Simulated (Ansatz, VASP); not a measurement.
# Ni in VASP and in Ansatz

Contents of INCAR:

```
ALGO = Normal
EDIFF = 1E-8
ENCUT = 520
ISIF = 2
ISMEAR = -1
ISPIN = 2
LASPH = T
LCHARG = F
LEFG = T
LMAXMIX = 4
LORBIT = 11
LREAL = F
LWAVE = F
MAGMOM = 1.5
NBANDS = 15
NELM = 150
PREC = Accurate
SIGMA = 0.05
```

File KPOINTS:

```
k-points
0
Gamma
  20 20 20
```

The input POSCAR:

```
Ni
1.0
    0.0000000000      1.8026244894      1.8026244894
    1.8026244894      0.0000000000      1.8026244894
    1.8026244894      1.8026244894      0.0000000000
Ni
1
Direct
    0.0000000000      0.0000000000      0.0000000000
```

Input for Ansatz:

```yaml
crystal:
  lattice:
    - [0.0, 1.8026244894, 1.8026244894]
    - [1.8026244894, 0.0, 1.8026244894]
    - [1.8026244894, 1.8026244894, 0.0]
  atoms:
    - { symbol: Ni, position: [0.0, 0.0, 0.0], spin: 1.5 }
magnetization:
  spin_polarized: true
kpoints:
  mp_grid: { grid: [20, 20, 20] }
scf:
  occupations: { method: fermi_dirac, width: 0.05 }
hamiltonian:
  xc: lda
  pseudopotentials: { kind: all_electron, datasets: crystal }
output:
  forces: true
  stress: true
  eigenvalues: true
  efg: { contact_densities: true }
```

Change from the starting cell: volume scaled by 1.06, crystal datasets.

Alike in both runs: task electric field gradients; functional LDA; k mesh 20 × 20 × 20; occupations fermi-dirac, width 0.05 eV; collinear spin.

|  | VASP | Ansatz |
| --- | --- | --- |
| version | VASP 6.6.1 | Ansatz 0.2.0 |
| potentials or method | VASP PAW LDA potentials, release 64 (Ni), cutoff 520 eV | all-electron PAW with datasets made for the crystal, scalar-relativistic |

```csv
,VASP,Ansatz,Ansatz less VASP
pressure (GPa),-26.8,-27.2,-0.40
net moment per atom (μB),0.62,0.64,+0.017
size of the moment on the site where the two differ most (μB),0.63,0.67,+0.038
```

LDA's correlation is that of Perdew and Zunger in VASP and of Perdew and Wang (1992) in Ansatz. Site moments also hang on the region over which each program counts them. Ansatz ran all-electron here, and VASP with PAW potentials. Ansatz's warnings: printed levels off.
